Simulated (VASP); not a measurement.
# NaSrTiBiO6 (F-43m) in VASP: single point with PBE+U

Aim: the single point of NaSrTiBiO6 with PBE+U.

All numbers are computed with VASP 6.6.1; they aren't measurements. Logs are shortened: lines on timing, memory, paths and dates and some standing lists are left out, and cuts for length are marked.

## (1) The cell of the first run

Symmetry: F-43m, No. 216, cubic system. Conventional cell: a = 8.125 Å, b = 8.125 Å, c = 8.125 Å, α = 90.00°, β = 90.00°, γ = 90.00°. Within 3.8 Å of Na (site symmetry -43m) lie 12 O at 2.87 Å and 4 Ti at 3.52 Å and 4 Bi at 3.52 Å. Within 3.8 Å of Sr (site symmetry -43m) lie 12 O at 2.87 Å and 4 Ti at 3.52 Å and 4 Bi at 3.52 Å. Within 2.6 Å of Ti (site symmetry -43m) lie 6 O at 1.96 Å. Bi (site symmetry -43m) has 6 O at 2.10 Å within 2.8 Å. Within 2.6 Å of O (site symmetry 2mm) lie 1 Ti at 1.96 Å and 1 Bi at 2.10 Å.

## (2) Single point, PBE+U

The input, INCAR:

```
SYSTEM = NaSrTiBiO6
PREC = Accurate
ENCUT = 520
EDIFF = 1E-6
ISMEAR = 0
SIGMA = 0.05
LREAL = .FALSE.
LASPH = .TRUE.
NELM = 150
ALGO = Normal
ISIF = 2
LWAVE = .FALSE.
LCHARG = .FALSE.
LMAXMIX = 4
LDAU = .TRUE.
LDAUTYPE = 2
LDAUL = -1 -1 2 -1 -1
LDAUU = 0 0 4 0 0
LDAUJ = 0 0 0 0 0
LDAUPRINT = 1
GGA = PE
NBANDS = 51
```

The input, KPOINTS:

```
regular mesh
0
G
  6 6 6
  0 0 0
```

The input, POSCAR:

```
NaSrTiBiO6
1.0
    0.0000000000      4.0627087800      4.0627087800
    4.0627087800      0.0000000000      4.0627087800
    4.0627087800      4.0627087800      0.0000000000
Na Sr Ti Bi O
1 1 1 1 6
Direct
    0.2500000000      0.2500000000      0.2500000000
    0.7500000000      0.7500000000      0.7500000000
    0.5000000000      0.5000000000      0.5000000000
    0.0000000000      0.0000000000      0.0000000000
    0.7413393500      0.2586606500      0.2586606500
    0.2586606500      0.7413393500      0.7413393500
    0.7413393500      0.7413393500      0.2586606500
    0.2586606500      0.2586606500      0.7413393500
    0.2586606500      0.7413393500      0.2586606500
    0.7413393500      0.2586606500      0.7413393500
```

Potentials or basis: VASP PAW PBE potentials, release 64 (Na_pv, Sr_sv, Ti_sv, Bi_d, O).

Launch:

```
cat potpaw_PBE.64/Na_pv/POTCAR potpaw_PBE.64/Sr_sv/POTCAR potpaw_PBE.64/Ti_sv/POTCAR potpaw_PBE.64/Bi_d/POTCAR potpaw_PBE.64/O/POTCAR > POTCAR
mpirun -np 1 vasp_std > vasp.out
```

OUTCAR:

```text
SYSTEM = NaSrTiBiO6
   PREC = Accurate
   ENCUT = 520
   EDIFF = 1E-6
   ISMEAR = 0
   LREAL = .FALSE.
   LASPH = .TRUE.
   NELM = 150
   ISIF = 2
   GGA = PE

 ion  position               nearest neighbor table
   1  0.250  0.250  0.250-
   2  0.750  0.750  0.750-   6 2.87   8 2.87   9 2.87   5 2.87   8 2.87  10 2.87   5 2.87   7 2.87
                             9 2.87   6 2.87   7 2.87  10 2.87   3 3.52   3 3.52   3 3.52   4 3.52
   3  0.500  0.500  0.500-   5 1.96   6 1.96   7 1.96   8 1.96   9 1.96  10 1.96   2 3.52   2 3.52
                             2 3.52   2 3.52
   4  0.000  0.000  0.000-   5 2.10   6 2.10   7 2.10   8 2.10   9 2.10  10 2.10   2 3.52   2 3.52
                             2 3.52   2 3.52
   5  0.741  0.259  0.259-   3 1.96   4 2.10   2 2.87   2 2.87
   6  0.259  0.741  0.741-   3 1.96   4 2.10   2 2.87   2 2.87
   7  0.741  0.741  0.259-   3 1.96   4 2.10   2 2.87   2 2.87
   8  0.259  0.259  0.741-   3 1.96   4 2.10   2 2.87   2 2.87
   9  0.259  0.741  0.259-   3 1.96   4 2.10   2 2.87   2 2.87
  10  0.741  0.259  0.741-   3 1.96   4 2.10   2 2.87   2 2.87

  LATTYP: Found a face centered cubic cell.
 ALAT       =     8.1254175600

  Lattice vectors:

 A1 = (   0.0000000000,   4.0627087800,   4.0627087800)
 A2 = (   4.0627087800,   0.0000000000,   4.0627087800)
 A3 = (   4.0627087800,   4.0627087800,   0.0000000000)

Analysis of symmetry for initial positions (statically):
=====================================================================
 Subroutine PRICEL returns:
 Original cell was already a primitive cell.

 Routine SETGRP: Setting up the symmetry group for a
 face centered cubic supercell.

 Subroutine GETGRP returns: Found 24 space group operations
 (whereof 24 operations were pure point group operations)
 out of a pool of 48 trial point group operations.

The static configuration has the point symmetry T_d .

Analysis of symmetry for dynamics (positions and initial velocities):
=====================================================================
 Subroutine PRICEL returns:
 Original cell was already a primitive cell.

 Routine SETGRP: Setting up the symmetry group for a
 face centered cubic supercell.

 Subroutine GETGRP returns: Found 24 space group operations
 (whereof 24 operations were pure point group operations)
 out of a pool of 48 trial point group operations.

The dynamic configuration has the point symmetry T_d .

 Subroutine INISYM returns: Found 24 space group operations
 (whereof 24 operations are pure point group operations),
 and found     1 'primitive' translations

----------------------------------------------------------------------------------------

                                     Primitive cell

  volume of cell :     134.1149

  direct lattice vectors                    reciprocal lattice vectors
     0.000000000  4.062708780  4.062708780    -0.123070598  0.123070598  0.123070598
     4.062708780  0.000000000  4.062708780     0.123070598 -0.123070598  0.123070598
     4.062708780  4.062708780  0.000000000     0.123070598  0.123070598 -0.123070598

  length of vectors
     5.745537857  5.745537857  5.745537857     0.213164529  0.213164529  0.213164529

  position of ions in fractional coordinates (direct lattice)
     0.250000000  0.250000000  0.250000000
     0.750000000  0.750000000  0.750000000
     0.500000000  0.500000000  0.500000000
     0.000000000  0.000000000  0.000000000
     0.741339350  0.258660650  0.258660650
     0.258660650  0.741339350  0.741339350
     0.741339350  0.741339350  0.258660650
     0.258660650  0.258660650  0.741339350
[... 76 lines left out ...]
   ENCUT  =  520.0 eV  38.22 Ry    6.18 a.u.  10.68 10.68 10.68*2*pi/ulx,y,z
   NELM   =    150;   NELMIN=  2; NELMDL= -5     # of ELM steps
   EDIFF  = 0.1E-05   stopping-criterion for ELM
   LREAL  =      F    real-space projection
   EDIFFG = 0.1E-04   stopping-criterion for IOM
   NSW    =      0    number of steps for IOM
   IBRION =     -1    ionic relax: 0-MD 1-quasi-New 2-CG
   NFREE  =      0    steps in history (QN), initial steepest desc. (CG)
   ISIF   =      2    stress and relaxation
   ISYM   =      2    0-nonsym 1-usesym 2-fastsym
   POTIM  = 0.5000    time-step for ionic-motion
   TEBEG  =    0.0;   TEEND  =   0.0 temperature during run
   PSTRESS=    0.0 pullay stress
   NELECT =      80.0000    total number of electrons
   NUPDOWN=      -1.0000    fix difference up-down
   EMIN   =  10.00;   EMAX   =-10.00  energy-range for DOS
   EFERMI =   0.00;   METHOD = LEGACY
   ISMEAR =     0;   SIGMA  =   0.05  broadening in eV -4-tet -1-fermi 0-gaus
   EFERMI_NEDOS =   21; number of points for ismear=-14 and -15
   IALGO  =     38    algorithm
   IMIX   =      4    mixing-type and parameters
     AMIX     =   0.40;   BMIX     =  1.00
     AMIX_MAG =   1.60;   BMIX_MAG =  1.00
  volume/ion in A,a.u.               =      13.41        90.51
  Fermi-wavevector in a.u.,A,eV,Ry     =   1.378095  2.604222 25.839445  1.899146
  Thomas-Fermi vector in A             =   2.503188
   LORBIT       =      0    0 simple, 1 ext, 2 COOP (PROOUT), +10 PAW based schemes
 LDA+U is selected, type is set to LDAUTYPE =  2
   angular momentum for each species LDAUL =    -1   -1    2   -1   -1
   U (eV)           for each species LDAUU =   0.0  0.0  4.0  0.0  0.0
   J (eV)           for each species LDAUJ =   0.0  0.0  0.0  0.0  0.0
   GGA     = PE    functional components
   LHFCALC =     F    Hartree Fock is set to
   AEXX    =    0.0000 exact exchange contribution
   IVDW    =     0    specifies the selected vdW correction
   LEPSILON=     F    determine dielectric tensor
   LRPA    =     F    only Hartree local field effects (RPA)
 non-spin polarized calculation
 Gauss-broadening in eV      SIGMA  =   0.05
  energy-cutoff  :      520.00
  volume of cell :      134.11
 maximum number of plane-waves:      3695
 NGX is ok and might be reduce to    48
   NGX = 21   NGY = 21   NGZ = 21

atom =   3  type =  3  l = 2

 onsite density matrix

spin component  1

  0.1076 -0.0000  0.0000 -0.0000 -0.0000
 -0.0000  0.1076 -0.0000 -0.0000 -0.0000
  0.0000 -0.0000  0.2374 -0.0000  0.0000
 -0.0000 -0.0000 -0.0000  0.1076  0.0000
 -0.0000 -0.0000  0.0000  0.0000  0.2374

spin component  2

  0.1076 -0.0000  0.0000 -0.0000 -0.0000
 -0.0000  0.1076 -0.0000 -0.0000 -0.0000
  0.0000 -0.0000  0.2374 -0.0000  0.0000
 -0.0000 -0.0000 -0.0000  0.1076  0.0000
 -0.0000 -0.0000  0.0000  0.0000  0.2374

 occupancies and eigenvectors

  o =  0.1076  v =  1.0000  0.0000  0.0000  0.0000  0.0000  0.0000  0.0000  0.0000  0.0000  0.0000      0.0000  0.0000  0.0000  0.0000  0.0000  0.0000  0.0000  0.0000  0.0000  0.0000
  o =  0.1076  v =  0.0000  0.0000  0.0000  0.0000  0.0000  1.0000  0.0000  0.0000  0.0000  0.0000      0.0000  0.0000  0.0000  0.0000  0.0000  0.0000  0.0000  0.0000  0.0000  0.0000
  o =  0.1076  v =  0.0000  0.3837 -0.0000 -0.9235 -0.0000  0.0000  0.0000  0.0000  0.0000  0.0000      0.0000  0.0000  0.0000  0.0000  0.0000  0.0000  0.0000  0.0000  0.0000  0.0000
  o =  0.1076  v =  0.0000  0.0000  0.0000  0.0000  0.0000  0.0000  0.3837 -0.0000 -0.9235 -0.0000      0.0000  0.0000  0.0000  0.0000  0.0000  0.0000  0.0000  0.0000  0.0000  0.0000
  o =  0.1076  v =  0.0000 -0.9235 -0.0000 -0.3837  0.0000  0.0000  0.0000  0.0000  0.0000  0.0000      0.0000  0.0000  0.0000  0.0000  0.0000  0.0000  0.0000  0.0000  0.0000  0.0000
  o =  0.1076  v =  0.0000  0.0000  0.0000  0.0000  0.0000  0.0000 -0.9235 -0.0000 -0.3837  0.0000      0.0000  0.0000  0.0000  0.0000  0.0000  0.0000  0.0000  0.0000  0.0000  0.0000
  o =  0.2374  v =  0.0000  0.0000  0.9997 -0.0000 -0.0242  0.0000  0.0000  0.0000  0.0000  0.0000      0.0000  0.0000  0.0000  0.0000  0.0000  0.0000  0.0000  0.0000  0.0000  0.0000
  o =  0.2374  v =  0.0000  0.0000  0.0000  0.0000  0.0000  0.0000  0.0000  0.9997 -0.0000 -0.0242      0.0000  0.0000  0.0000  0.0000  0.0000  0.0000  0.0000  0.0000  0.0000  0.0000
  o =  0.2374  v =  0.0000  0.0000  0.0000  0.0000  0.0000  0.0000  0.0000  0.0242 -0.0000  0.9997      0.0000  0.0000  0.0000  0.0000  0.0000  0.0000  0.0000  0.0000  0.0000  0.0000
  o =  0.2374  v =  0.0000  0.0000  0.0242 -0.0000  0.9997  0.0000  0.0000  0.0000  0.0000  0.0000      0.0000  0.0000  0.0000  0.0000  0.0000  0.0000  0.0000  0.0000  0.0000  0.0000

 number of electron      79.9999994 magnetization

 Free energy of the ion-electron system (eV)
  ---------------------------------------------------
  ext. energy  EPLUGINS =         0.00000000
  ---------------------------------------------------
  free energy    TOTEN  =       -62.23818209 eV

  energy without entropy =      -62.23818209  energy(sigma->0) =      -62.23818209

 E-fermi :   3.8616     XC(G=0): -10.4239

 val. band max:        3.5262858141   @ k =   0.0000   0.0000   0.0000
 cond. band min:       4.2200503860   @ k =   0.5000   0.5000   0.0000
 fundamental gap:      0.6937645719
 Fermi energy:         3.8616118458

 k-point     1 :       0.0000    0.0000    0.0000
  band No.  band energies     occupation
      1     -54.3031      2.00000
      2     -30.4977      2.00000
      3     -30.4977      2.00000
      4     -30.4977      2.00000
      5     -29.7120      2.00000
      6     -18.9722      2.00000
[... 853 lines left out ...]
     50      11.5362      0.00000
     51      11.6246      0.00000

------------------------ aborting loop because EDIFF is reached ----------------------------------------

  FORCE on cell =-STRESS in cart. coord.  units (eV):
  Direction    XX          YY          ZZ          XY          YZ          ZX
  --------------------------------------------------------------------------------------
  -------------------------------------------------------------------------------------
  Total        0.4117631      0.4117631      0.4117631      0.0000000      0.0000000     -0.0000000
  in kB        4.9190470      4.9190470      4.9190470      0.0000000      0.0000000     -0.0000000
  external PRESSURE =       4.9190470 kB  Pullay stress =       0.0000000 kB

 VOLUME and BASIS-vectors are now :
 -----------------------------------------------------------------------------
  energy-cutoff  :      520.00
  volume of cell :      134.11
      direct lattice vectors                 reciprocal lattice vectors
     0.000000000  4.062708780  4.062708780    -0.123070598  0.123070598  0.123070598
     4.062708780  0.000000000  4.062708780     0.123070598 -0.123070598  0.123070598
     4.062708780  4.062708780  0.000000000     0.123070598  0.123070598 -0.123070598

 POSITION                                       TOTAL-FORCE (eV/Angst)
 -----------------------------------------------------------------------------------
      2.03135      2.03135      2.03135         0.000000      0.000000      0.000000
      6.09406      6.09406      6.09406         0.000000      0.000000      0.000000
      4.06271      4.06271      4.06271         0.000000      0.000000      0.000000
      0.00000      0.00000      0.00000         0.000000      0.000000      0.000000
      2.10173      4.06271      4.06271        -0.463656      0.000000      0.000000
      6.02369      4.06271      4.06271         0.463656      0.000000      0.000000
      4.06271      4.06271      6.02369         0.000000      0.000000      0.463656
      4.06271      4.06271      2.10173         0.000000      0.000000     -0.463656
      4.06271      2.10173      4.06271         0.000000     -0.463656      0.000000
      4.06271      6.02369      4.06271         0.000000      0.463656      0.000000
 -----------------------------------------------------------------------------------
    total drift:                                0.000000      0.000000      0.000001

  FREE ENERGIE OF THE ION-ELECTRON SYSTEM (eV)
  ---------------------------------------------------
  free  energy   TOTEN  =       -62.2381820938 eV

  energy  without entropy=      -62.2381820938  energy(sigma->0) =      -62.23818209
```

Wall time 3.7 min (1 thread of Intel Xeon Platinum 8375C at 2.90GHz (Ice Lake), shared host); peak memory 0.4 GiB.

What came out:

| Property | Result |
| --- | --- |
| Free energy | -62.2382 eV |
| Pressure | 0.5 GPa |
| Largest force | 0.464 eV/Å |
| Band gap on the k mesh | 0.69 eV (least direct gap 0.73 eV) |

Forces in eV/Å, atoms in the order of the input:
```
Na   0.000  0.000  0.000
Sr   0.000  0.000  0.000
Ti   0.000  0.000  0.000
Bi   0.000  0.000  0.000
O   -0.464  0.000  0.000
O    0.464  0.000  0.000
O    0.000  0.000  0.464
O    0.000  0.000 -0.464
O    0.000 -0.464  0.000
O    0.000  0.464  0.000
```

Eigenvalues of the final occupation matrices:
```
    site  spin  trace               eigenvalues
site 3 d     1   0.80  0.11 0.11 0.11 0.24 0.24
site 3 d     2   0.80  0.11 0.11 0.11 0.24 0.24
```

Caveat: spin-orbit coupling is left out, which moves the levels of the heavy elements. A k mesh can miss the band edges.
